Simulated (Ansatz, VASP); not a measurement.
## AlN in VASP and in Ansatz

The input INCAR:

```
PREC = Accurate
ENCUT = 520
EDIFF = 1E-6
ISMEAR = 0
SIGMA = 0.05
LREAL = False
LASPH = True
NELM = 100
ALGO = Normal
ISIF = 2
LWAVE = False
LCHARG = False
GGA = CA
NBANDS = 26
```

The input KPOINTS:

```
Automatic mesh
0
Gamma
  8 6 4
```

POSCAR

```
AlN
1.0
   -1.6378403119      2.8368226349      0.0000000000
    0.0000000000      0.0000000000      4.1006264518
    4.9135209358      2.8368226349      0.0000000000
Al N
4 4
Direct
    0.6311326254      0.7500000000      0.2103775418
    1.0000000000      0.7500000000      0.6666666667
    0.0000000000      0.2500000000      0.3333333333
    0.5000000000      0.2500000000      0.8333333333
    0.5000000000      0.2500000000      0.1666666667
    1.0000000000      0.2500000000      0.6666666667
    0.0000000000      0.7500000000      0.3333333333
    0.5000000000      0.7500000000      0.8333333333
```

Input for Ansatz:

```yaml
crystal:
  lattice:
    - [-1.6378403119, 2.8368226349, 0.0]
    - [0.0, 0.0, 4.1006264518]
    - [4.9135209358, 2.8368226349, 0.0]
  atoms:
    - { symbol: Al, position: [0.6311326254, 0.75, 0.2103775418] }
    - { symbol: Al, position: [1.0, 0.75, 0.6666666667] }
    - { symbol: Al, position: [0.0, 0.25, 0.3333333333] }
    - { symbol: Al, position: [0.5, 0.25, 0.8333333333] }
    - { symbol: "N", position: [0.5, 0.25, 0.1666666667] }
    - { symbol: "N", position: [1.0, 0.25, 0.6666666667] }
    - { symbol: "N", position: [0.0, 0.75, 0.3333333333] }
    - { symbol: "N", position: [0.5, 0.75, 0.8333333333] }
basis:
  ecutwfc: 420
kpoints:
  mp_grid: { grid: [8, 6, 4] }
hamiltonian:
  xc: lda
  pseudopotentials: { kind: paw, azcp: { folder: soft_1 } }
scf:
  occupations: { method: gaussian, width: 0.05 }
output:
  forces: true
  stress: true
  eigenvalues: true
  write_density: true
  write_potential: true
  elf: true
  volumetric_format: npy
```

Alike in both runs: task single point; functional LDA; k mesh 8 × 6 × 4; occupations gaussian, width 0.05 eV; no spin polarisation.

```csv
,VASP,Ansatz
version,VASP 6.6.1,Ansatz 0.2.0
potentials or method,"VASP PAW LDA potentials, release 64 (Al, N), cutoff 520 eV","scalar-relativistic, plane waves, PAW"
valence electrons in the cell,32,32
```

```csv
,VASP,Ansatz,Ansatz less VASP
gap on the k mesh at the Fermi level (eV),3.23,3.24,+0.002
least direct gap on the mesh (eV),3.23,3.24,+0.002
pressure (GPa),19.9,19.1,-0.78
"traceless stress, the component that is largest in VASP (GPa)",42.95,42.49,-0.465
rms of the force components (eV/Å),7.225,7.166,-0.0592
```

Ansatz warns that its potentials were made for another functional, while VASP's fit it. LDA's correlation is that of Perdew and Zunger in VASP and of Perdew and Wang (1992) in Ansatz. Atom by atom the forces differ by 0.060 eV/Å (rms over components).
